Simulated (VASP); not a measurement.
A run of VASP 6.6.1 is set up as follows.

INCAR

```
SYSTEM = Nb
  PREC = Accurate
  ENCUT = 520
  EDIFF = 1E-8
  ISMEAR = -1
  SIGMA = 0.08
  LREAL = .False.
  LASPH = .True.
  NELM = 60
  ALGO = Normal
  ISIF = 2
  LWAVE = .False.
  LCHARG = .False.
  GGA = PS
  LEFG = .True.
  NBANDS = 12
```

KPOINTS

```
Automatic mesh
0
Gamma
  13 13 13
  0 0 0
```

POSCAR

```
Nb
1.0
    0.0000000000      2.1079263686      2.1079263686
    2.1079263686      0.0000000000      2.1079263686
    2.1079263686      2.1079263686      0.0000000000
Nb
1
Direct
    0.0000000000      0.0000000000      0.0000000000
```

Potentials or basis: VASP PAW PBE potentials, release 64 (Nb_sv).

Command:

```sh
$ cat potpaw_PBE.64/Nb_sv/POTCAR > POTCAR
$ mpirun -np 1 vasp_std > vasp.out
```

Problem. Estimate the pressure.

Solution. -5.4 GPa.

Caveat: without QUAD_EFG the Cq values of the log hold for a quadrupole moment of 1 mb, not for the nuclei; the PAW data sets were made with another functional, which shifts forces and pressure a little.
